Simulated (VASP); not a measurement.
Ta3Ti: relaxation of cell and atoms with PBE

The system is Ta3Ti.

```
CELL_PARAMETERS angstrom
0.00000 3.12974 3.12974
3.12974 0.00000 3.12974
3.12974 3.12974 0.00000
ATOMIC_POSITIONS crystal
Ti 0.00000 0.00000 0.00000
Ta 0.25000 0.25000 0.25000
Ta 0.75000 0.75000 0.75000
Ta 0.50000 0.50000 0.50000
```

The cell was built from a structure type or drawn by symmetry, and may not be a known phase.

```
Program                : VASP 6.6.1
Task                   : relaxation of cell and atoms
Functional             : PBE
Potentials or basis    : VASP PAW PBE potentials, release 64 (Ti_sv, Ta_pv)
Cutoff                 : 600 eV
k mesh                 : 6 × 6 × 6
Occupations            : gaussian, width 0.1 eV
Spin                   : no spin polarisation
Dipole correction      : no
Further INCAR settings : ALGO = Fast; EDIFF = 1e-06; IBRION = 2; EDIFFG = -0.04; NSW = 90; ISIF = 3
```

| Item | Value |
| --- | --- |
| Relaxed volume | 17.99 Å³/atom |
| Relaxed cell | a = 4.669 Å, b = 4.669 Å, c = 4.669 Å, α = 60.00°, β = 60.00°, γ = 60.00° |
| Space group after relaxing (to 0.1 Å) | Fm-3m (No. 225) |
| Pressure after relaxing | 0.0 GPa |
| Band gap on the k mesh | zero (an odd number of electrons rules out a gap without spin polarisation) |

Final structure:
```xyz
4
Lattice="0.0000 3.3013 3.3013 3.3013 0.0000 3.3013 3.3013 3.3013 0.0000" Properties=species:S:1:pos:R:3 pbc="T T T"
Ti    0.0000    0.0000    0.0000
Ta    1.6507    1.6507    1.6507
Ta    4.9520    4.9520    4.9520
Ta    3.3013    3.3013    3.3013
```

Levels at points of the mesh, in eV from the Fermi level:
| k point | band 20 | band 21 | band 22 | band 23 | band 24 | band 25 |
| --- | --- | --- | --- | --- | --- | --- |
| (0.00, 0.00, 0.00) | -0.82 | -0.82 | -0.82 | 0.84 | 0.84 | 0.84 |
| (0.50, 0.00, 0.00) | -1.21 | -0.99 | -0.99 | -0.84 | -0.49 | -0.49 |
| (0.50, 0.50, 0.00) | -0.88 | -0.40 | 1.15 | 1.15 | 1.30 | 1.30 |

Run time: 14 min on 1 thread of Intel Xeon 8259CL (shared host), peak memory 0.23 GiB.

Caveat: the volume moved by over 15 % at a fixed basis, so the end points are rough; spin-orbit coupling is left out, which moves the levels of the heavy elements.
